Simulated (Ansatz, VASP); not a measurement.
As: VASP beside Ansatz

```
CELL_PARAMETERS angstrom
1.88080 1.08588 3.51406
-1.88080 1.08588 3.51406
0.00000 -2.17176 3.51406
ATOMIC_POSITIONS crystal
As 0.22600 0.22600 0.22600
As 0.77400 0.77400 0.77400
```

Alike in both runs: functional PBEsol; k mesh 9 × 9 × 9; occupations fermi-dirac, width 0.05 eV; non-collinear spin, spin-orbit coupling.

|  | VASP | Ansatz |
| --- | --- | --- |
| version | VASP 6.6.1 | Ansatz 0.2.0 |
| potentials or method | VASP PAW PBE potentials, release 64 (As) | Ansatz PAW |
| plane-wave cutoff (eV) | 520 | 420 |
| valence electrons in the cell | 10 | 30 |
| task | single point | band structure |

```csv
,VASP,Ansatz,Ansatz less VASP
pressure (GPa),0.7,0.3,-0.43
"traceless stress, the component that is largest in VASP (GPa)",-0.60,-0.47,+0.129
rms of the force components (eV/Å),0.254,0.213,-0.0409
net moment per atom (μB),0.00,0.00,0.000
```

VASP's potentials were made for PBE, not for PBEsol. Atom by atom the forces differ by 0.041 eV/Å (rms over components). With one functional, cell and mesh, what is left measures potentials, basis and numerics. VASP's potentials hold 10 valence electrons a cell and Ansatz's 30, so a difference there can come from the potentials and not from the codes.
